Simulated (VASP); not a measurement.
NdZrS2, 4 atoms in the cell. Symmetry: P4/mmm, No. 123, tetragonal system. Conventional cell: a = 4.099 Å, b = 4.099 Å, c = 5.575 Å, α = 90.00°, β = 90.00°, γ = 90.00°. Nd (site symmetry 4/mmm) has 6 S at 2.79 to 2.90 Å within 3.7 Å. Zr (site symmetry 4/mmm) has 6 S at 2.79 to 2.90 Å within 3.7 Å. Within 3.7 Å of S (site symmetry 4/mmm) lie 2 Nd at 2.79 Å and 4 Zr at 2.90 Å. Within 3.7 Å of S (site symmetry 4/mmm) lie 2 Zr at 2.79 Å and 4 Nd at 2.90 Å. The cell was generated, and may not be a known phase.

| Item | Value |
| --- | --- |
| Program | VASP 6.6.1 |
| Task | relaxation of cell and atoms |
| Functional | PBE |
| Potentials or basis | VASP PAW PBE potentials, release 64 (Nd_3, Zr_sv, S), 4f in core |
| Cutoff | 500 eV |
| k mesh | 5 × 5 × 4 |
| Occupations | gaussian, width 0.2 eV |
| Spin | no spin polarisation |
| Dipole correction | no |
| Further INCAR settings | ALGO = Normal; EDIFF = 1e-07; IBRION = 2; EDIFFG = -0.08; NSW = 36; ISIF = 3 |

Potentials or basis: VASP PAW PBE potentials, release 64 (Nd_3, Zr_sv, S), 4f in core.

Launch:

```console
$ cat potpaw_PBE.64/Nd_3/POTCAR potpaw_PBE.64/Zr_sv/POTCAR potpaw_PBE.64/S/POTCAR > POTCAR
$ mpirun -np 1 vasp_std > vasp.out
```

Hardware: 1 thread of Intel(R) Xeon(R) Platinum 8559C (Emerald Rapids), with other jobs on the host.

Question: How long does it take, and how much memory?

Answer: Run time: 110 s on 1 thread of Intel(R) Xeon(R) Platinum 8559C (Emerald Rapids) (shared host), peak memory 0.22 GiB. Counts: scf iterations 78, k points 18, ion steps 6.
